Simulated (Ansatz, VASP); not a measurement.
# GaSb3 in VASP and in Ansatz

```
Ga Sb
1.0
     0.00000    3.58187    3.67894
     3.58187    0.00000    3.67894
     3.58187    3.58187    0.00000
Ga Sb
1 3
Cartesian
  0.0000 0.0000 0.0000
  1.7909 1.7909 1.8395
  5.3728 5.3728 5.5184
  3.5819 3.5819 3.6789
```

Alike in both runs: task single point; functional PBEsol; k mesh 10 × 10 × 10; occupations gaussian, width 0.15 eV; no spin polarisation.

|  | VASP | Ansatz |
| --- | --- | --- |
| version | VASP 6.6.1 | Ansatz 0.2.0 |
| potentials or method | VASP PAW PBE potentials, release 64 (Ga_d, Sb), cutoff 520 eV | scalar-relativistic, plane waves, PAW |
| valence electrons in the cell | 28 | 58 |

|  | VASP | Ansatz | Ansatz less VASP |
| --- | --- | --- | --- |
| gap on the k mesh at the Fermi level (eV) | none | none | - |
| pressure (GPa) | 1.9 | 1.9 | -0.03 |
| traceless stress, the component that is largest in VASP (GPa) | -0.93 | -0.93 | +0.006 |

VASP's potentials were made for PBE, not for PBEsol, and Ansatz warns of the same on its side. A gap of «none» marks a metal or a gap that the smearing closes. VASP's potentials hold 28 valence electrons a cell and Ansatz's 58, so a difference there can come from the potentials and not from the codes.

Neither program's run includes spin-orbit coupling.
